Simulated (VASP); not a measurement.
Wanted: the native input for a VASP 6.6.1 run.

| Quantity | Value |
| --- | --- |
| Task | single point |
| Functional | r2SCAN |
| Potentials or basis | VASP PAW PBE potentials, release 64 (Sn_d, O) |
| Cutoff | 520 eV |
| k mesh | 6 × 6 × 8 |
| Occupations | gaussian, width 0.02 eV |
| Spin | no spin polarisation |
| Dipole correction | no |
| Further INCAR settings | ALGO = Normal; EDIFF = 1e-06; NBANDS = 35 |

Crystal: SnO2.

```
Sn O
1.0
     4.74246    0.00000    0.00000
     0.00000    4.74263    0.00000
     0.00000    0.00000    3.19417
Sn O
2 4
Direct
  0.50000 0.50000 0.50000
  0.00000 0.00000 0.00000
  0.30575 0.30581 0.00000
  0.80575 0.19419 0.50000
  0.19425 0.80581 0.50000
  0.69425 0.69419 0.00000
```

The input as run:

POSCAR

```
SnO2
1.0
    4.7424589649      0.0000000000      0.0000000000
    0.0000000000      4.7426250360      0.0000000000
    0.0000000000      0.0000000000      3.1941747601
Sn O
2 4
Direct
    0.5000000000      0.5000000000      0.5000000000
    0.0000000000      0.0000000000      0.0000000000
    0.3057450903      0.3058098739      0.0000000000
    0.8057450903      0.1941901261      0.5000000000
    0.1942549097      0.8058098739      0.5000000000
    0.6942549097      0.6941901261      0.0000000000
```

INCAR.step1

```
SYSTEM = SnO2
PREC     = Accurate       ! precision mode
ENCUT    = 520            ! plane-wave cutoff, eV
ISMEAR   = 0              ! smearing method
SIGMA    = 0.02           ! smearing width, eV
LREAL    = .FALSE.        ! projectors in reciprocal space
LASPH    = .TRUE.         ! aspherical terms in the spheres
NELM     = 100            ! most SCF steps
NBANDS   = 35             ! bands
GGA      = PE             ! functional
ALGO     = Normal         ! electronic algorithm
EDIFF    = 1E-4           ! SCF threshold, eV
LWAVE    = .TRUE.         ! write WAVECAR
LCHARG   = .FALSE.        ! write CHGCAR
```

INCAR.step2

```
SYSTEM = SnO2
PREC     = Accurate       ! precision mode
ENCUT    = 520            ! plane-wave cutoff, eV
EDIFF    = 1E-6           ! SCF threshold, eV
ISMEAR   = 0              ! smearing method
SIGMA    = 0.02           ! smearing width, eV
LREAL    = .FALSE.        ! projectors in reciprocal space
LASPH    = .TRUE.         ! aspherical terms in the spheres
NELM     = 100            ! most SCF steps
ALGO     = Normal         ! electronic algorithm
ISIF     = 2              ! what is computed and relaxed
LWAVE    = .FALSE.        ! write WAVECAR
LCHARG   = .FALSE.        ! write CHGCAR
METAGGA  = R2SCAN         ! meta-GGA
LMIXTAU  = .TRUE.       
NBANDS   = 35             ! bands
ISTART   = 1
```

KPOINTS

```
regular mesh
0
G
  6 6 8
  0 0 0
```

Potentials or basis: VASP PAW PBE potentials, release 64 (Sn_d, O).

Command:

```console
$ cat potpaw_PBE.64/Sn_d/POTCAR potpaw_PBE.64/O/POTCAR > POTCAR
$ cp INCAR.step1 INCAR
$ mpirun -np 1 vasp_std > vasp.out
$ cp INCAR.step2 INCAR
$ mpirun -np 1 vasp_std > vasp.out
```

It gave:

```yaml
Pressure: 3.1 GPa
Largest_force: 0.034 eV/Å
Band_gap_on_the_k_mesh: 1.90 eV
```

Caveat: the cell stands under pressure; the PAW data sets were made with another functional, which shifts forces and pressure a little; spin-orbit coupling is left out, which moves the levels of the heavy elements.

Wall time 3.4 min on 1 thread of Intel(R) Xeon(R) 6975P-C (Granite Rapids), with other jobs on the host, peak memory 0.28 GiB.
